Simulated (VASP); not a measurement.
Set up this calculation in VASP 6.6.1, as the native input.

```yaml
Task: single point
Functional: r2SCAN
Potentials_or_basis: VASP PAW PBE potentials, release 64 (Li_sv, Cl)
Cutoff: 520 eV
k_mesh: 12 × 12 × 4
Occupations: fermi-dirac, width 0.02 eV
Spin: no spin polarisation
Dipole_correction: no
Further_INCAR_settings: ALGO = Normal; EDIFF = 1e-06; NBANDS = 18
```

The system is LiCl.

```xyz
4
Lattice="3.8937 0.0000 0.0000 -1.9469 3.3721 0.0000 0.0000 0.0000 6.2259" Properties=species:S:1:pos:R:3 pbc="T T T"
Li    1.9469    1.1240    5.4668
Li    0.0000    2.2481    2.3539
Cl    1.9469    1.1240    3.0938
Cl    0.0000    2.2481    6.2067
```

One way to write it, as run:

POSCAR

```
LiCl
1.0
    3.8937404213      0.0000000000      0.0000000000
   -1.9468702107      3.3720781205      0.0000000000
    0.0000000000      0.0000000000      6.2258773919
Li Cl
2 2
Direct
    0.6666666667      0.3333333333      0.8780761529
    0.3333333333      0.6666666667      0.3780761529
    0.6666666667      0.3333333333      0.4969248471
    0.3333333333      0.6666666667      0.9969248471
```

INCAR.step1

```
SYSTEM = LiCl
PREC = Accurate
ENCUT = 520
ISMEAR = -1
SIGMA = 0.02
LREAL = .FALSE.
LASPH = .TRUE.
NELM = 100
NBANDS = 18
GGA = PE
ALGO = Normal
EDIFF = 1E-4
LWAVE = .TRUE.
LCHARG = .FALSE.
```

INCAR.step2

```
SYSTEM = LiCl
PREC = Accurate
ENCUT = 520
EDIFF = 1E-6
ISMEAR = -1
SIGMA = 0.02
LREAL = .FALSE.
LASPH = .TRUE.
NELM = 100
ALGO = Normal
ISIF = 2
LWAVE = .FALSE.
LCHARG = .TRUE.
METAGGA = R2SCAN
LMIXTAU = .TRUE.
LELF = .TRUE.
LVHAR = .TRUE.
NBANDS = 18
ISTART = 1
```

KPOINTS

```
Automatic mesh
0
G
  12 12 4
  0 0 0
```

Potentials or basis: VASP PAW PBE potentials, release 64 (Li_sv, Cl).

Command:

```bash
$ cat potpaw_PBE.64/Li_sv/POTCAR potpaw_PBE.64/Cl/POTCAR > POTCAR
$ cp INCAR.step1 INCAR
$ mpirun -np 1 vasp_std > vasp.out
$ cp INCAR.step2 INCAR
$ mpirun -np 1 vasp_std > vasp.out
```

It gave:

| Item | Value |
| --- | --- |
| Largest force | 0.004 eV/Å |
| Band gap on the k mesh | 6.74 eV |

Caveat: the PAW data sets were made with another functional, which shifts forces and pressure a little.

Run time: 2.6 min on 1 thread of Intel(R) Xeon(R) 6975P-C (Granite Rapids), with other jobs on the host, peak memory 0.24 GiB.
